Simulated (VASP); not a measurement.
Wanted: the native input for a VASP 6.6.1 run.

* Task: single point
* Functional: PBE
* Potentials or basis: VASP PAW PBE potentials, release 64 (Mg, Se, S)
* Cutoff: 520 eV
* k mesh: 6 × 6 × 4
* Occupations: gaussian, width 0.1 eV
* Spin: no spin polarisation
* Dipole correction: no
* Further INCAR settings: ALGO = Normal; EDIFF = 1e-06; NBANDS = 21

The structure of Mg3SeS2 lies in POSCAR:

```
Mg3SeS2
1.0
    5.5480748000      0.0000000000      0.0000000000
   -2.7740374000      4.8047737200      0.0000000000
    0.0000000000      0.0000000000      4.9960716700
Mg Se S
3 1 2
Direct
    0.5000000000      0.0000000000      0.5000000000
    0.0000000000      0.5000000000      0.5000000000
    0.5000000000      0.5000000000      0.5000000000
    0.0000000000      0.0000000000      0.5000000000
    0.3333333300      0.6666666700      0.0000000000
    0.6666666700      0.3333333300      0.0000000000
```

One way to write it, as run:

INCAR

```
  PREC = Accurate
  ENCUT = 520
  EDIFF = 1E-6
  ISMEAR = 0
  SIGMA = 0.1
  LREAL = F
  LASPH = T
  NELM = 60
  ALGO = Normal
  ISIF = 2
  LWAVE = F
  LCHARG = T
  GGA = PE
  LELF = T
  LVHAR = T
  NBANDS = 21
```

KPOINTS

```
Automatic mesh
0
Gamma
  6 6 4
```

Potentials or basis: VASP PAW PBE potentials, release 64 (Mg, Se, S).

Run with:

```bash
$ cat potpaw_PBE.64/Mg/POTCAR potpaw_PBE.64/Se/POTCAR potpaw_PBE.64/S/POTCAR > POTCAR
$ mpirun -np 1 vasp_std > vasp.out
```

Results of the run:

```yaml
Pressure: -1.3 GPa
Band_gap_on_the_k_mesh: zero (band 12 reaches 3.32 eV, above the bottom of band 13 at 2.33 eV)
```

It took 79 s on 1 thread of AMD EPYC 7R43 64-Core Processor (Zen 3) (shared host), peak memory 0.23 GiB.
